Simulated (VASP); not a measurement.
Wanted: the native input for a VASP 6.6.1 run.

* Task: single point
* Functional: PBE
* Dispersion: D3(BJ)
* Potentials or basis: VASP PAW PBE potentials, release 64 (F)
* Cutoff: 520 eV
* k mesh: 8 × 8 × 4
* Occupations: gaussian, width 0.05 eV
* Spin: no spin polarisation
* Dipole correction: no
* Further INCAR settings: ALGO = Normal; EDIFF = 1e-07; NBANDS = 22

The structure of F lies in POSCAR:

```
F
1.0
    3.0873948064     -1.8111049627      0.3258218332
    3.0873948064      1.8111049627      0.3258218332
   -0.8556314878      0.0000000000      6.8207884807
F
4
Direct
    0.9138648456      0.5855481450      0.0939279973
    0.4144518550      0.0861351544      0.4060720027
    0.0861351544      0.4144518550      0.9060720027
    0.5855481450      0.9138648456      0.5939279973
```

The input as run:

INCAR

```
PREC = Accurate
ENCUT = 520
EDIFF = 1E-7
ISMEAR = 0
SIGMA = 0.05
LREAL = F
LASPH = T
NELM = 80
ALGO = Normal
ISIF = 2
LWAVE = F
LCHARG = T
GGA = PE
IVDW = 12
LELF = T
LVHAR = T
NBANDS = 22
```

KPOINTS

```
regular mesh
0
Gamma
  8 8 4
```

Potentials or basis: VASP PAW PBE potentials, release 64 (F).

Run with:

```sh
$ cat potpaw_PBE.64/F/POTCAR > POTCAR
$ mpirun -np 1 vasp_std > vasp.out
```

Results of the run:

The pressure is -1.0 GPa, the largest force is 0.165 eV/Å and the band gap on the k mesh is 2.83 eV. The dispersion energy per atom is -0.023 eV.

Run time: 3.2 min on 1 thread of Intel Xeon 8259CL, with other jobs on the host, peak memory 0.25 GiB.
